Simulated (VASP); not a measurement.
Input of a VASP 6.6.1 run:

Contents of INCAR:

```
SYSTEM = WS2
  PREC = Accurate
  ENCUT = 520
  EDIFF = 1E-6
  ISMEAR = 0
  SIGMA = 0.05
  LREAL = .FALSE.
  LASPH = .TRUE.
  NELM = 80
  ALGO = Normal
  ISIF = 2
  LWAVE = .FALSE.
  LCHARG = .FALSE.
  GGA = PS
  IVDW = 12
  NBANDS = 35
```

Contents of KPOINTS:

```
Automatic mesh
0
G
  12 12 4
  0 0 0
```

Contents of POSCAR:

```
WS2
1.0
    3.1147273971      0.0000000000      0.0000000000
   -1.5573636985      2.6974330517      0.0606922437
    0.0000000000      0.2648755501     11.7722466704
W S
2 4
Direct
    0.3333333333      0.6666666667      0.2500000000
    0.6666666667      0.3333333333      0.7500000000
    0.3333333333      0.6666666667      0.6164531912
    0.6666666667      0.3333333333      0.1164531912
    0.3333333333      0.6666666667      0.8835468088
    0.6666666667      0.3333333333      0.3835468088
```

Potentials or basis: VASP PAW PBE potentials, release 64 (W_sv, S).

Run with:

```bash
$ cat potpaw_PBE.64/W_sv/POTCAR potpaw_PBE.64/S/POTCAR > POTCAR
$ mpirun -np 1 vasp_std > vasp.out
```

Problem. Estimate the pressure.

Solution. 0.7 GPa.

Problem. Estimate the band gap on the k mesh.

Solution. 0.66 eV (least direct gap 1.90 eV).

Forces in eV/Å, atoms in the order of the input:
```
W    0.000 -0.085  0.004
W    0.000  0.085 -0.004
S    0.000  0.660 -0.081
S    0.000  0.757 -0.086
S    0.000 -0.757  0.086
S    0.000 -0.660  0.081
```

Caveat: the cell differs from its parent crystal (strain +0.0450 x Voigt [0, 0, 0, 1, 0, 0]); the PAW data sets were made with another functional, which shifts forces and pressure a little; spin-orbit coupling is left out, which moves the levels of the heavy elements. A k mesh can miss the band edges.
